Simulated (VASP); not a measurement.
# PtSe (P-6m2) in VASP: further runs

The runs below take PtSe through single point, with PBEsol, PBE, RPBE, revPBE, BLYP.

All numbers are computed with VASP 6.6.1; they aren't measurements. Logs are shortened: lines on timing, memory, paths and dates and some standing lists are left out, and cuts for length are marked.

### Step 1. The cell of the first run

Symmetry: P-6m2, No. 187, hexagonal system. The conventional cell has a = 3.694 Å, b = 3.694 Å, c = 3.120 Å, α = 90.00°, β = 90.00°, γ = 120.00°. Pt (site symmetry -6m2) has 6 Se at 2.64 Å and 2 Pt at 3.12 Å within 3.5 Å. Within 3.5 Å of Se (site symmetry -6m2) lie 6 Pt at 2.64 Å and 2 Se at 3.12 Å.

### Step 2. Single point, PBEsol

Contents of INCAR:

```
SYSTEM = PtSe
ALGO = Normal
EDIFF = 1E-6
ENCUT = 520
GGA = PS
ISIF = 2
ISMEAR = -1
LASPH = .TRUE.
LCHARG = .FALSE.
LREAL = .FALSE.
LWAVE = .FALSE.
NBANDS = 15
NELM = 80
PREC = Accurate
SIGMA = 0.05
```

Contents of KPOINTS:

```
k-points
0
G
  8 8 7
  0 0 0
```

Contents of POSCAR:

```
PtSe
1.0
    3.6938145298     -0.0000000029      0.0000000000
   -1.8469072624      3.1989372211      0.0000000000
    0.0000000000      0.0000000000      3.1195176943
Pt Se
1 1
Direct
    0.0000000000      0.0000000000      0.0000000000
    0.6666666667      0.3333333333      0.5000000000
```

Potentials or basis: VASP PAW PBE potentials, release 64 (Pt, Se).

Started as:

```bash
$ cat potpaw_PBE.64/Pt/POTCAR potpaw_PBE.64/Se/POTCAR > POTCAR
$ mpirun -np 1 vasp_std > vasp.out
```

OUTCAR:

```text
SYSTEM = PtSe
   EDIFF = 1E-6
   ENCUT = 520
   GGA = PS
   ISIF = 2
   ISMEAR = -1
   LASPH = .TRUE.
   LREAL = .FALSE.
   NELM = 80
   PREC = Accurate

 ion  position               nearest neighbor table
   1  0.000  0.000  0.000-   2 2.64   2 2.64   2 2.64   2 2.64   2 2.64   2 2.64
   2  0.667  0.333  0.500-   1 2.64   1 2.64   1 2.64   1 2.64   1 2.64   1 2.64

  LATTYP: Found a hexagonal cell.
 ALAT       =     3.6938145298
 C/A-ratio  =     0.8445247235

  Lattice vectors:

 A1 = (   3.6938145298,  -0.0000000029,   0.0000000000)
 A2 = (  -1.8469072624,   3.1989372211,   0.0000000000)
 A3 = (   0.0000000000,   0.0000000000,   3.1195176943)

Analysis of symmetry for initial positions (statically):
=====================================================================
 Subroutine PRICEL returns:
 Original cell was already a primitive cell.

 Routine SETGRP: Setting up the symmetry group for a
 hexagonal supercell.

 Subroutine GETGRP returns: Found 12 space group operations
 (whereof 12 operations were pure point group operations)
 out of a pool of 24 trial point group operations.

The static configuration has the point symmetry D_3h.

Analysis of symmetry for dynamics (positions and initial velocities):
=====================================================================
 Subroutine PRICEL returns:
 Original cell was already a primitive cell.

 Routine SETGRP: Setting up the symmetry group for a
 hexagonal supercell.

 Subroutine GETGRP returns: Found 12 space group operations
 (whereof 12 operations were pure point group operations)
 out of a pool of 24 trial point group operations.

The dynamic configuration has the point symmetry D_3h.

 Subroutine INISYM returns: Found 12 space group operations
 (whereof 12 operations are pure point group operations),
 and found     1 'primitive' translations

----------------------------------------------------------------------------------------

                                     Primitive cell

  volume of cell :      36.8611

  direct lattice vectors                    reciprocal lattice vectors
     3.693814530 -0.000000003  0.000000000     0.270722851  0.156301911  0.000000000
    -1.846907262  3.198937221  0.000000000     0.000000000  0.312603822  0.000000000
     0.000000000  0.000000000  3.119517694     0.000000000  0.000000000  0.320562375

  length of vectors
     3.693814530  3.693814530  3.119517694     0.312603822  0.312603822  0.320562375

  position of ions in fractional coordinates (direct lattice)
[... 84 lines left out ...]
   NFREE  =      0    steps in history (QN), initial steepest desc. (CG)
   ISIF   =      2    stress and relaxation
   ISYM   =      2    0-nonsym 1-usesym 2-fastsym
   POTIM  = 0.5000    time-step for ionic-motion
   TEBEG  =    0.0;   TEEND  =   0.0 temperature during run
   PSTRESS=    0.0 pullay stress
   NELECT =      16.0000    total number of electrons
   NUPDOWN=      -1.0000    fix difference up-down
   EMIN   =  10.00;   EMAX   =-10.00  energy-range for DOS
   EFERMI =   0.00;   METHOD = LEGACY
   ISMEAR =    -1;   SIGMA  =   0.05  broadening in eV -4-tet -1-fermi 0-gaus
   EFERMI_NEDOS =   21; number of points for ismear=-14 and -15
   IALGO  =     38    algorithm
   IMIX   =      4    mixing-type and parameters
     AMIX     =   0.40;   BMIX     =  1.00
     AMIX_MAG =   1.60;   BMIX_MAG =  1.00
  volume/ion in A,a.u.               =      18.43       124.38
  Fermi-wavevector in a.u.,A,eV,Ry     =   1.239535  2.342381 20.904626  1.536447
  Thomas-Fermi vector in A             =   2.374014
   LORBIT       =      0    0 simple, 1 ext, 2 COOP (PROOUT), +10 PAW based schemes
   GGA     = PS    functional components
   LHFCALC =     F    Hartree Fock is set to
   AEXX    =    0.0000 exact exchange contribution
   IVDW    =     0    specifies the selected vdW correction
   LEPSILON=     F    determine dielectric tensor
   LRPA    =     F    only Hartree local field effects (RPA)
 non-spin polarized calculation
  energy-cutoff  :      520.00
  volume of cell :       36.86
 maximum number of plane-waves:      1008
 NGX is ok and might be reduce to    28
   NGX = 13   NGY = 13   NGZ = 11

 number of electron      16.0000002 magnetization

 Free energy of the ion-electron system (eV)
  ---------------------------------------------------
  ext. energy  EPLUGINS =         0.00000000
  ---------------------------------------------------
  free energy    TOTEN  =       -10.45937945 eV

  energy without entropy =      -10.45037344  energy(sigma->0) =      -10.45487644

 E-fermi :   7.8087     XC(G=0): -11.6251

 val. band max:        7.8017862564   @ k =   0.3750   0.2500   0.2857
 cond. band min:       7.8552976104   @ k =   0.1250  -0.0000   0.1429
 fundamental gap:      0.0535113540
 Fermi energy:         7.8086824550

 k-point     1 :       0.0000    0.0000    0.0000
  band No.  band energies     occupation
      1      -8.1190      2.00000
      2       2.5526      2.00000
      3       2.5526      2.00000
      4       3.0461      2.00000
      5       5.3117      2.00000
      6       5.3117      2.00000
      7       6.7863      2.00000
      8       8.0319      0.02276
      9       8.4271      0.00001
     10       8.4271      0.00001
     11      14.5517      0.00000
     12      14.5517      0.00000
     13      15.1159      0.00000
     14      20.2319      0.00000
[... 401 lines left out ...]
      2       0.8850      2.00000
      3       2.1252      2.00000
      4       2.5228      2.00000
      5       4.5158      2.00000
      6       5.1292      2.00000
      7       5.8853      2.00000
      8       6.8811      2.00000
      9       8.3180      0.00008
     10      11.0837      0.00000
     11      13.5492      0.00000
     12      16.2340      0.00000
     13      18.1705      0.00000
     14      19.0951      0.00000
     15      21.4303      0.00000

 [... further k-points ...]
[... 5 lines left out ...]
  --------------------------------------------------------------------------------------
  -------------------------------------------------------------------------------------
  Total        0.0147203      0.0147203      0.0065528     -0.0000000     -0.0000000      0.0000000
  in kB        0.6398217      0.6398217      0.2848198     -0.0000000     -0.0000000      0.0000000
  external PRESSURE =       0.5214877 kB  Pullay stress =       0.0000000 kB

 VOLUME and BASIS-vectors are now :
 -----------------------------------------------------------------------------
  energy-cutoff  :      520.00
  volume of cell :       36.86
      direct lattice vectors                 reciprocal lattice vectors
     3.693814530 -0.000000003  0.000000000     0.270722851  0.156301911  0.000000000
    -1.846907262  3.198937221  0.000000000     0.000000000  0.312603822  0.000000000
     0.000000000  0.000000000  3.119517694     0.000000000  0.000000000  0.320562375

 POSITION                                       TOTAL-FORCE (eV/Angst)
 -----------------------------------------------------------------------------------
      0.00000      0.00000      0.00000         0.000000      0.000000      0.000000
      1.84691      1.06631      1.55976        -0.000000      0.000000      0.000000
 -----------------------------------------------------------------------------------
    total drift:                               -0.000000      0.000000      0.000000

  FREE ENERGIE OF THE ION-ELECTRON SYSTEM (eV)
  ---------------------------------------------------
  free  energy   TOTEN  =       -10.4593794453 eV

  energy  without entropy=      -10.4503734428  energy(sigma->0) =      -10.45487644
```

OSZICAR:

```text
N       E                     dE             d eps       ncg     rms          rms(c)
DAV:   1     0.726597883503E+02    0.72660E+02   -0.72768E+03  1216   0.953E+02
DAV:   2    -0.836877776875E+01   -0.81029E+02   -0.73664E+02  1508   0.196E+02
DAV:   3    -0.106616919435E+02   -0.22929E+01   -0.22751E+01  1494   0.328E+01
DAV:   4    -0.106736906881E+02   -0.11999E-01   -0.11998E-01  1529   0.267E+00
DAV:   5    -0.106738322810E+02   -0.14159E-03   -0.14159E-03  1550   0.303E-01    0.117E+01
DAV:   6    -0.104956829961E+02    0.17815E+00   -0.47766E-01  1235   0.704E+00    0.687E+00
DAV:   7    -0.104671745518E+02    0.28508E-01   -0.41059E-02  1249   0.241E+00    0.348E+00
DAV:   8    -0.104597831567E+02    0.73914E-02   -0.23833E-02  1431   0.132E+00    0.292E-01
DAV:   9    -0.104594047905E+02    0.37837E-03   -0.10219E-03  1368   0.227E-01    0.606E-02
DAV:  10    -0.104593785363E+02    0.26254E-04   -0.15216E-04  1536   0.112E-01    0.127E-02
DAV:  11    -0.104593794453E+02   -0.90898E-06   -0.26532E-06  1431   0.143E-02
   1 F= -.10459379E+02 E0= -.10454876E+02  d E =-.900600E-02
```

stdout:

```text
POSCAR found type information on POSCAR PtSe
 POSCAR found :  2 types and       2 ions
 scaLAPACK will be used
 -----------------------------------------------------------------------------
|                                                                             |
|                                                                             |
|     You enforced a specific xc type in the INCAR file but a different       |
|     I HOPE YOU KNOW WHAT YOU ARE DOING!                                     |
|                                                                             |
 -----------------------------------------------------------------------------

 LDA part: xc-table for (Slater+PW92), standard interpolation
 POSCAR, INCAR and KPOINTS ok, starting setup
 FFT: planning ... GRIDC
 FFT: planning ... GRID_SOFT
 FFT: planning ... GRID
 WAVECAR not read
 entering main loop
```

Run time: 9.1 s. Hardware: 1 thread of Intel Xeon Platinum 8488C (Sapphire Rapids), shared host; peak memory 0.16 GiB.

What came out:

```yaml
Free_energy: -10.4594 eV
Pressure: 0.1 GPa
Band_gap_on_the_k_mesh: zero (band 8 reaches 8.65 eV, above the bottom of band 9 at 7.73 eV)
```

Caveat: the PAW data sets were made with another functional, which shifts forces and pressure a little; spin-orbit coupling is left out, which moves the levels of the heavy elements.

### Step 3. Single point, PBE

This run uses another cell than the first one, of 19.27 Å³/atom, 1.045 times its volume.

Contents of INCAR:

```
PREC = Accurate
ENCUT = 520
EDIFF = 1E-7
ISMEAR = -1
SIGMA = 0.05
LREAL = F
LASPH = T
NELM = 60
ALGO = Normal
ISIF = 2
LWAVE = F
LCHARG = T
GGA = PE
LELF = T
LVHAR = T
NBANDS = 15
```

Contents of KPOINTS:

```
Automatic mesh
0
Gamma
  8 8 7
```

Contents of POSCAR:

```
PtSe
1.0
    3.7427008492     -0.0000000029      0.0000000000
   -1.8713504221      3.2412740157      0.0000000000
    0.0000000000      0.0000000000      3.1765420178
Pt Se
1 1
Direct
    0.0000000000      0.0000000000      0.0000000000
    0.6666666667      0.3333333333      0.5000000000
```

Potentials or basis: VASP PAW PBE potentials, release 64 (Pt, Se).

Started as:

```bash
$ cat potpaw_PBE.64/Pt/POTCAR potpaw_PBE.64/Se/POTCAR > POTCAR
$ mpirun -np 1 vasp_std > vasp.out
```

Wall time 12 s (1 thread of Intel Xeon Platinum 8488C (Sapphire Rapids), shared host); peak memory 0.16 GiB.

It converged, with:

```
Free energy            : -9.2232 eV
Pressure               : -0.1 GPa
Band gap on the k mesh : zero (band 8 reaches 8.07 eV, above the bottom of band 9 at 7.22 eV)
```

Levels at points of the mesh, in eV from the Fermi level:
```
           k point  band 5  band 6  band 7  band 8  band 9  band 10  band 11  band 12
(0.00, 0.00, 0.00)   -2.33   -2.33   -1.03    0.15    0.58     0.58     6.80     6.80
(0.50, 0.00, 0.00)   -3.85   -2.47   -2.11   -1.66    1.75     2.98     7.05     9.32
```

Caveat: spin-orbit coupling is left out, which moves the levels of the heavy elements.

### Step 4. Single point, RPBE

This run uses another cell than the first one, of 19.70 Å³/atom, 1.069 times its volume.

Contents of INCAR:

```
SYSTEM = PtSe
  PREC = Accurate
  ENCUT = 520
  EDIFF = 1E-6
  ISMEAR = -1
  SIGMA = 0.05
  LREAL = .FALSE.
  LASPH = .TRUE.
  NELM = 80
  ALGO = Normal
  ISIF = 2
  LWAVE = .FALSE.
  LCHARG = .TRUE.
  GGA = RP
  LELF = .TRUE.
  LVHAR = .TRUE.
  NBANDS = 15
```

Contents of KPOINTS:

```
Automatic mesh
0
G
  8 8 7
  0 0 0
```

Contents of POSCAR:

```
PtSe
1.0
    3.7745008401     -0.0000000029      0.0000000000
   -1.8872504175      3.2688136156      0.0000000000
    0.0000000000      0.0000000000      3.1937100458
Pt Se
1 1
Direct
    0.0000000000      0.0000000000      0.0000000000
    0.6666666667      0.3333333333      0.5000000000
```

Started as:

```bash
$ cat potpaw_PBE.64/Pt/POTCAR potpaw_PBE.64/Se/POTCAR > POTCAR
$ mpirun -np 1 vasp_std > vasp.out
```

Wall time 11 s (1 thread of Intel Xeon Platinum 8488C (Sapphire Rapids), shared host); peak memory 0.16 GiB.

Results (log left out):

| Property | Result |
| --- | --- |
| Free energy | -8.2256 eV |
| Pressure | -0.1 GPa |
| Band gap on the k mesh | zero (band 8 reaches 7.82 eV, above the bottom of band 9 at 7.02 eV) |

Levels at points of the mesh, in eV from the Fermi level:
| k point | band 6 | band 7 | band 8 | band 9 | band 10 | band 11 |
| --- | --- | --- | --- | --- | --- | --- |
| (0.00, 0.00, 0.00) | -2.25 | -0.96 | 0.15 | 0.56 | 0.56 | 6.79 |
| (0.50, 0.00, 0.00) | -2.38 | -2.06 | -1.61 | 1.70 | 2.97 | 7.05 |

Caveat: the PAW data sets were made with another functional, which shifts forces and pressure a little; spin-orbit coupling is left out, which moves the levels of the heavy elements.

### Step 5. Single point, revPBE

This run uses another cell than the first one, of 19.57 Å³/atom, 1.062 times its volume.

Contents of INCAR:

```
PREC = Accurate
ENCUT = 520
EDIFF = 1E-7
ISMEAR = -1
SIGMA = 0.05
LREAL = F
LASPH = T
NELM = 80
ALGO = Normal
ISIF = 2
LWAVE = F
LCHARG = F
GGA = RE
NBANDS = 15
```

Contents of KPOINTS:

```
Automatic mesh
0
Gamma
  8 8 7
```

Contents of POSCAR:

```
PtSe
1.0
    3.7654527770     -0.0000000029      0.0000000000
   -1.8827263860      3.2609777631      0.0000000000
    0.0000000000      0.0000000000      3.1881808318
Pt Se
1 1
Direct
    0.0000000000      0.0000000000      0.0000000000
    0.6666666667      0.3333333333      0.5000000000
```

Started as:

```bash
$ cat potpaw_PBE.64/Pt/POTCAR potpaw_PBE.64/Se/POTCAR > POTCAR
$ mpirun -np 1 vasp_std > vasp.out
```

It took 11 s on 1 thread of Intel Xeon Platinum 8488C (Sapphire Rapids), shared host; peak memory 0.16 GiB.

The run converged. Its results:

```
Free energy            : -8.3825 eV
Pressure               : -0.1 GPa
Band gap on the k mesh : zero (band 8 reaches 7.90 eV, above the bottom of band 9 at 7.08 eV)
```

Levels at points of the mesh, in eV from the Fermi level:
| k point | band 5 | band 6 | band 7 | band 8 | band 9 | band 10 | band 11 | band 12 |
| --- | --- | --- | --- | --- | --- | --- | --- | --- |
| (0.00, 0.00, 0.00) | -2.27 | -2.27 | -0.98 | 0.15 | 0.56 | 0.56 | 6.79 | 6.79 |
| (0.50, 0.00, 0.00) | -3.78 | -2.40 | -2.07 | -1.63 | 1.72 | 2.97 | 7.06 | 9.26 |

Caveat: the PAW data sets were made with another functional, which shifts forces and pressure a little; spin-orbit coupling is left out, which moves the levels of the heavy elements.

### Step 6. Single point, BLYP

This run uses another cell than the first one, of 20.69 Å³/atom, 1.123 times its volume.

Contents of INCAR:

```
AGGAC    = 1.0          
AGGAX    = 1.0          
ALDAC    = 0.0          
ALDAX    = 1.0          
ALGO     = Normal         # electronic algorithm
EDIFF    = 1E-7           # SCF threshold, eV
ENCUT    = 520            # plane-wave cutoff, eV
GGA      = B5             # functional
ISIF     = 2              # what is computed and relaxed
ISMEAR   = -1             # smearing method
LASPH    = T              # aspherical terms in the spheres
LCHARG   = F              # write CHGCAR
LREAL    = F              # projectors in reciprocal space
LWAVE    = F              # write WAVECAR
NBANDS   = 15             # bands
NELM     = 60             # most SCF steps
PREC     = Accurate       # precision mode
SIGMA    = 0.05           # smearing width, eV
```

Contents of KPOINTS:

```
k-points
0
Gamma
  8 8 7
```

Contents of POSCAR:

```
PtSe
1.0
    3.8108882586     -0.0000000030      0.0000000000
   -1.9054441267      3.3003260445      0.0000000000
    0.0000000000      0.0000000000      3.2907135037
Pt Se
1 1
Direct
    0.0000000000      0.0000000000      0.0000000000
    0.6666666667      0.3333333333      0.5000000000
```

Potentials or basis: VASP PAW PBE potentials, release 64 (Pt, Se).

Started as:

```bash
$ cat potpaw_PBE.64/Pt/POTCAR potpaw_PBE.64/Se/POTCAR > POTCAR
$ mpirun -np 1 vasp_std > vasp.out
```

Wall time 18 s (1 thread of Intel Xeon Platinum 8488C (Sapphire Rapids), shared host); peak memory 0.16 GiB.

The run converged. Its results:

```
Free energy            : -7.6301 eV
Pressure               : 0.4 GPa
Band gap on the k mesh : zero (band 8 reaches 7.43 eV, above the bottom of band 9 at 6.69 eV)
```

Levels at points of the mesh, in eV from the Fermi level:
```
           k point  band 4  band 5  band 6  band 7  band 8  band 9  band 10  band 11  band 12  band 13
(0.00, 0.00, 0.00)   -3.79   -2.11   -2.11   -1.12   -0.02    0.53     0.53     7.06     7.06     7.79
(0.50, 0.00, 0.00)   -3.47   -3.39   -2.23   -1.83   -1.43    1.48     2.90     6.93     9.27    10.14
```

Caveat: the PAW data sets were made with another functional, which shifts forces and pressure a little; spin-orbit coupling is left out, which moves the levels of the heavy elements.

### Step 7. Summary

| level | cell | gap on the mesh (eV) | pressure (GPa) |
| --- | --- | --- | --- |
| PBEsol | a = 3.694, b = 3.694, c = 3.120 Å, angles 90.0, 90.0, 120.0°, 2 atoms | none | 0.1 |
| PBE | a = 3.743, b = 3.743, c = 3.177 Å, angles 90.0, 90.0, 120.0°, 2 atoms | none | -0.1 |
| RPBE | a = 3.775, b = 3.775, c = 3.194 Å, angles 90.0, 90.0, 120.0°, 2 atoms | none | -0.1 |
| revPBE | a = 3.765, b = 3.765, c = 3.188 Å, angles 90.0, 90.0, 120.0°, 2 atoms | none | -0.1 |
| BLYP | a = 3.811, b = 3.811, c = 3.291 Å, angles 90.0, 90.0, 120.0°, 2 atoms | none | 0.4 |

Alike in all rows: task single point; potentials or basis VASP PAW PBE potentials, release 64 (Pt, Se); no spin polarisation; k mesh 8 × 8 × 7; cutoff (eV) 520; smearing fermi-dirac 0.05 eV.

Caveats: spin-orbit coupling is left out, which moves the levels of the heavy elements; the PAW data sets were made with another functional, which shifts forces and pressure a little (some runs).

Absolute energies hang on the potentials; compare differences alone.
